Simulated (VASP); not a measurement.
# Au (I4/mmm) in VASP: a series of runs

Au is run at these levels: PBEsol; tasks: single point.

All numbers are computed with VASP 6.6.1; they aren't measurements. Logs are shortened: lines on timing, memory, paths and dates and some standing lists are left out, and cuts for length are marked.

## (1) The cell of the first run

Symmetry: I4/mmm, No. 139, tetragonal system. The conventional cell has a = 3.315 Å, b = 3.315 Å, c = 3.265 Å, α = 90.00°, β = 90.00°, γ = 90.00°. Within 3.8 Å of Au (site symmetry 4/mmm) lie 14 Au at 2.86 to 3.31 Å.

## (2) Single point, PBEsol (strain +0.000 along x and y, -0.015 along z)

INCAR

```
PREC = Accurate
ENCUT = 520
EDIFF = 1E-6
ISMEAR = 0
SIGMA = 0.15
LREAL = F
LASPH = T
NELM = 100
ALGO = Normal
ISIF = 2
LWAVE = F
LCHARG = T
GGA = PS
LELF = T
LVHAR = T
NBANDS = 12
```

KPOINTS

```
regular mesh
0
Gamma
  20 20 20
```

POSCAR

```
Au
1.0
   -1.6572690000      1.6572690000      1.6324099650
    1.6572690000     -1.6572690000      1.6324099650
    1.6572690000      1.6572690000     -1.6324099650
Au
1
Direct
    0.0000000000      0.0000000000      0.0000000000
```

Potentials or basis: VASP PAW PBE potentials, release 64 (Au).

Started as:

```sh
> cat potpaw_PBE.64/Au/POTCAR > POTCAR
> mpirun -np 1 vasp_std > vasp.out
```

OUTCAR:

```text
PREC = Accurate
   ENCUT = 520
   EDIFF = 1E-6
   ISMEAR = 0
   LREAL = F
   LASPH = T
   NELM = 100
   ISIF = 2
   GGA = PS

 ion  position               nearest neighbor table
   1  0.000  0.000  0.000-

  LATTYP: Found a body centered tetragonal cell.
 ALAT       =     3.3145380000
 C/A-ratio  =     0.9850000000

  Lattice vectors:

 A1 = (  -1.6572690000,   1.6572690000,   1.6324099650)
 A2 = (   1.6572690000,  -1.6572690000,   1.6324099650)
 A3 = (   1.6572690000,   1.6572690000,  -1.6324099650)

Analysis of symmetry for initial positions (statically):
=====================================================================
 Subroutine PRICEL returns:
 Original cell was already a primitive cell.

 Routine SETGRP: Setting up the symmetry group for a
 body centered tetragonal supercell.

 Subroutine GETGRP returns: Found 16 space group operations
 (whereof 16 operations were pure point group operations)
 out of a pool of 16 trial point group operations.

The static configuration has the point symmetry D_4h.

Analysis of symmetry for dynamics (positions and initial velocities):
=====================================================================
 Subroutine PRICEL returns:
 Original cell was already a primitive cell.

 Routine SETGRP: Setting up the symmetry group for a
 body centered tetragonal supercell.

 Subroutine GETGRP returns: Found 16 space group operations
 (whereof 16 operations were pure point group operations)
 out of a pool of 16 trial point group operations.

The dynamic configuration has the point symmetry D_4h.

 Subroutine INISYM returns: Found 16 space group operations
 (whereof 16 operations are pure point group operations),
 and found     1 'primitive' translations

----------------------------------------------------------------------------------------

                                     Primitive cell

  volume of cell :      17.9339

  direct lattice vectors                    reciprocal lattice vectors
    -1.657269000  1.657269000  1.632409965     0.000000000  0.301701172  0.306295606
     1.657269000 -1.657269000  1.632409965     0.301701172  0.000000000  0.306295606
     1.657269000  1.657269000 -1.632409965     0.301701172  0.301701172  0.000000000

  length of vectors
     2.856193861  2.856193861  2.856193861     0.429930920  0.429930920  0.426669890

  position of ions in fractional coordinates (direct lattice)
     0.000000000  0.000000000  0.000000000

  ion indices of the primitive-cell ions
   primitive index   ion index
                 1           1

----------------------------------------------------------------------------------------

 KPOINTS: regular mesh

Automatic generation of k-mesh.
 Grid dimensions read from file:
 generate k-points for:   20   20   20

 Generating k-lattice:

  Cartesian coordinates                     Fractional coordinates (reciprocal lattice)
     0.000000000  0.015085059  0.015314780     0.050000000  0.000000000  0.000000000
     0.015085059  0.000000000  0.015314780     0.000000000  0.050000000  0.000000000
     0.015085059  0.015085059  0.000000000     0.000000000  0.000000000  0.050000000

  Length of vectors
     0.021496546  0.021496546  0.021333494

  Shift w.r.t. Gamma in fractional coordinates (k-lattice)
     0.000000000  0.000000000  0.000000000

 Subroutine IBZKPT returns following result:
 ===========================================

 Found    641 irreducible k-points:

 Following reciprocal coordinates:
            Coordinates               Weight
  0.000000  0.000000  0.000000      1.000000
  0.050000  0.000000 -0.000000      8.000000
  0.100000  0.000000 -0.000000      8.000000
  0.150000  0.000000  0.000000      8.000000
  0.200000  0.000000 -0.000000      8.000000
  0.250000  0.000000  0.000000      8.000000
[... 16 lines left out ...]
 -0.400000  0.050000  0.000000     16.000000
 -0.350000  0.050000  0.000000     16.000000
 [... further k-points ...]
   k-points           NKPTS =    641   k-points in BZ     NKDIM =    641   number of bands    NBANDS=     12
   number of dos      NEDOS =    301   number of ions     NIONS =      1
   total plane-waves  NPLWV =  13824
   dimension x,y,z NGX =    24 NGY =   24 NGZ =   24
   dimension x,y,z NGXF=    48 NGYF=   48 NGZF=   48
   ions per type =               1
   NGX,Y,Z   is equivalent  to a cutoff of  13.97, 13.97, 13.97 a.u.
   NGXF,Y,Z  is equivalent  to a cutoff of  27.94, 27.94, 27.94 a.u.
 SYSTEM =  unknown system
   PREC   = accura    normal or accurate (medium, high low for compatibility)
   ISTART =      0    job   : 0-new  1-cont  2-samecut
   ICHARG =      2    charge: 1-file 2-atom 10-const
   ISPIN  =      1    spin polarized calculation?
   LNONCOLLINEAR =      F non collinear calculations
   LSORBIT =      F    spin-orbit coupling
   LASPH  =      T    aspherical Exc in radial PAW
   ENCUT  =  520.0 eV  38.22 Ry    6.18 a.u.   5.31  5.31  5.31*2*pi/ulx,y,z
   NELM   =    100;   NELMIN=  2; NELMDL= -5     # of ELM steps
   EDIFF  = 0.1E-05   stopping-criterion for ELM
   LREAL  =      F    real-space projection
   EDIFFG = 0.1E-04   stopping-criterion for IOM
   NSW    =      0    number of steps for IOM
   IBRION =     -1    ionic relax: 0-MD 1-quasi-New 2-CG
   NFREE  =      0    steps in history (QN), initial steepest desc. (CG)
   ISIF   =      2    stress and relaxation
   ISYM   =      2    0-nonsym 1-usesym 2-fastsym
   POTIM  = 0.5000    time-step for ionic-motion
   TEBEG  =    0.0;   TEEND  =   0.0 temperature during run
   PSTRESS=    0.0 pullay stress
   NELECT =      11.0000    total number of electrons
   NUPDOWN=      -1.0000    fix difference up-down
   EMIN   =  10.00;   EMAX   =-10.00  energy-range for DOS
   EFERMI =   0.00;   METHOD = LEGACY
   ISMEAR =     0;   SIGMA  =   0.15  broadening in eV -4-tet -1-fermi 0-gaus
   EFERMI_NEDOS =   21; number of points for ismear=-14 and -15
   IALGO  =     38    algorithm
   IMIX   =      4    mixing-type and parameters
     AMIX     =   0.40;   BMIX     =  1.00
     AMIX_MAG =   1.60;   BMIX_MAG =  1.00
  volume/ion in A,a.u.               =      17.93       121.02
  Fermi-wavevector in a.u.,A,eV,Ry     =   1.390958  2.628529 26.324060  1.934764
  Thomas-Fermi vector in A             =   2.514843
   LORBIT       =      0    0 simple, 1 ext, 2 COOP (PROOUT), +10 PAW based schemes
   GGA     = PS    functional components
   LHFCALC =     F    Hartree Fock is set to
   AEXX    =    0.0000 exact exchange contribution
   IVDW    =     0    specifies the selected vdW correction
   LEPSILON=     F    determine dielectric tensor
   LRPA    =     F    only Hartree local field effects (RPA)
 non-spin polarized calculation
 Gauss-broadening in eV      SIGMA  =   0.15
  energy-cutoff  :      520.00
  volume of cell :       17.93
 maximum number of plane-waves:       494
 NGX is ok and might be reduce to    24
   NGX = 11   NGY = 11   NGZ = 11

 number of electron      10.9999999 magnetization

 Free energy of the ion-electron system (eV)
  ---------------------------------------------------
  ext. energy  EPLUGINS =         0.00000000
  ---------------------------------------------------
  free energy    TOTEN  =        -3.88197169 eV

  energy without entropy =       -3.87941112  energy(sigma->0) =       -3.88069140

 E-fermi :   8.4738     XC(G=0): -12.5869

 val. band max:        8.4327814472   @ k =  -0.1000  -0.4500   0.1000
 cond. band min:       8.4914988047   @ k =  -0.2000  -0.4000   0.2000
 fundamental gap:      0.0587173575
 Fermi energy:         8.4738499268

 k-point     1 :       0.0000    0.0000    0.0000
  band No.  band energies     occupation
      1      -0.9304      2.00000
      2       3.8022      2.00000
      3       3.8956      2.00000
      4       3.8956      2.00000
      5       5.6053      2.00000
      6       5.7141      2.00000
      7      24.8442      0.00000
      8      24.8442      0.00000
      9      25.1090      0.00000
     10      31.6847      0.00000
     11      31.6847      0.00000
     12      32.1592      0.00000

 k-point     2 :       0.0500    0.0000   -0.0000
  band No.  band energies     occupation
      1      -0.8414      2.00000
      2       3.8018      2.00000
      3       3.8975      2.00000
      4       3.9290      2.00000
      5       5.5982      2.00000
      6       5.6908      2.00000
      7      24.8525      0.00000
      8      24.9545      0.00000
      9      25.0989      0.00000
     10      30.6478      0.00000
     11      31.0096      0.00000
     12      31.3601      0.00000

 k-point     3 :       0.1000    0.0000   -0.0000
  band No.  band energies     occupation
      1      -0.5796      2.00000
      2       3.7358      2.00000
      3       3.9008      2.00000
      4       4.0955      2.00000
      5       5.5514      2.00000
      6       5.6619      2.00000
      7      24.7374      0.00000
      8      25.0011      0.00000
      9      25.2775      0.00000
     10      29.2224      0.00000
     11      29.6635      0.00000
     12      30.4757      0.00000

 k-point     4 :       0.1500    0.0000    0.0000
  band No.  band energies     occupation
      1      -0.1629      2.00000
      2       3.6169      2.00000
      3       3.9034      2.00000
      4       4.3844      2.00000
      5       5.4664      2.00000
      6       5.6659      2.00000
      7      23.9616      0.00000
      8      24.7038      0.00000
      9      25.7896      0.00000
     10      28.1382      0.00000
     11      29.0243      0.00000
     12      29.2234      0.00000

 k-point     5 :       0.2000    0.0000   -0.0000
  band No.  band energies     occupation
      1       0.3677      2.00000
      2       3.4684      2.00000
      3       3.9244      2.00000
      4       4.7723      2.00000
      5       5.4042      2.00000
      6       5.6866      2.00000
      7      22.3267      0.00000
      8      24.0688      0.00000
      9      26.4498      0.00000
     10      27.7919      0.00000
     11      27.8501      0.00000
     12      29.1547      0.00000
[... 228 lines left out ...]
      1       1.6996      2.00000
      2       2.8459      2.00000
      3       5.5405      2.00000
      4       5.7688      2.00000
      5       6.7618      2.00000
      6       8.2525      1.96312
      7      11.9719      0.00000
      8      20.6516      0.00000
      9      21.6598      0.00000
     10      29.5212      0.00000
     11      29.9794      0.00000
     12      31.2587      0.00000

 k-point    22 :      -0.4500    0.0500    0.0000
  band No.  band energies     occupation
      1       1.7113      2.00000
      2       2.8905      2.00000
      3       5.4799      2.00000
      4       5.7240      2.00000
      5       6.4010      2.00000
      6       7.4538      2.00000
      7      13.3087      0.00000
      8      20.8774      0.00000
      9      22.0577      0.00000
     10      29.3029      0.00000
     11      29.7483      0.00000
     12      31.5911      0.00000

 k-point    23 :      -0.4000    0.0500    0.0000
  band No.  band energies     occupation
      1       1.6965      2.00000
      2       2.9761      2.00000
      3       5.1936      2.00000
      4       5.6081      2.00000
      5       5.9185      2.00000
      6       6.7463      2.00000
      7      15.1251      0.00000
      8      21.3138      0.00000
      9      22.8010      0.00000
     10      28.8909      0.00000
     11      29.4031      0.00000
     12      32.0034      0.00000

 k-point    24 :      -0.3500    0.0500    0.0000
  band No.  band energies     occupation
      1       1.5685      2.00000
      2       3.0963      2.00000
      3       4.5570      2.00000
      4       5.4654      2.00000
      5       5.7895      2.00000
      6       6.1618      2.00000
      7      17.1394      0.00000
      8      21.9335      0.00000
      9      23.7932      0.00000
     10      28.2690      0.00000
     11      29.1096      0.00000
     12      31.5540      0.00000

 [... further k-points ...]
[... 5 lines left out ...]
  --------------------------------------------------------------------------------------
  -------------------------------------------------------------------------------------
  Total       -0.8759953     -0.8759953     -0.8787019      0.0000000     -0.0000000      0.0000000
  in kB      -78.2595117    -78.2595117    -78.5013073      0.0000000     -0.0000000      0.0000000
  external PRESSURE =     -78.3401103 kB  Pullay stress =       0.0000000 kB

 VOLUME and BASIS-vectors are now :
 -----------------------------------------------------------------------------
  energy-cutoff  :      520.00
  volume of cell :       17.93
      direct lattice vectors                 reciprocal lattice vectors
    -1.657269000  1.657269000  1.632409965     0.000000000  0.301701172  0.306295606
     1.657269000 -1.657269000  1.632409965     0.301701172  0.000000000  0.306295606
     1.657269000  1.657269000 -1.632409965     0.301701172  0.301701172  0.000000000

 POSITION                                       TOTAL-FORCE (eV/Angst)
 -----------------------------------------------------------------------------------
      0.00000      0.00000      0.00000         0.000000      0.000000      0.000000
 -----------------------------------------------------------------------------------
    total drift:                                0.000000      0.000000      0.000000

  FREE ENERGIE OF THE ION-ELECTRON SYSTEM (eV)
  ---------------------------------------------------
  free  energy   TOTEN  =        -3.8819716895 eV

  energy  without entropy=       -3.8794111162  energy(sigma->0) =       -3.88069140
```

Wall time 50 s (1 thread of Intel Xeon Platinum 8375C at 2.90GHz (Ice Lake), shared host); peak memory 0.25 GiB.

What came out:

```yaml
Free_energy: -3.8820 eV
Pressure: -7.8 GPa
```

Levels at points of the mesh, in eV from the Fermi level:
```
           k point  band 2  band 3  band 4  band 5  band 6  band 7  band 8  band 9  band 10  band 11
(0.00, 0.00, 0.00)   -4.67   -4.58   -4.58   -2.87   -2.76   16.37   16.37   16.64    23.21    23.21
(0.50, 0.00, 0.00)   -5.65   -2.93   -2.60   -1.40   -0.47    3.28   12.22   13.39    20.90    21.42
(0.50, 0.50, 0.00)   -5.55   -3.03   -2.66   -1.41   -0.56    3.16   12.44   13.73    21.36    21.63
(0.50, 0.50, 0.50)   -6.40   -1.76   -1.76   -1.73    6.04    6.04    6.46    9.06    15.27    15.59
```

Caveat: the cell differs from its parent crystal (strain +0.000 along x and y, -0.015 along z); the PAW data sets were made with another functional, which shifts forces and pressure a little; spin-orbit coupling is left out, which moves the levels of the heavy elements.

[end of part 1 of 2]
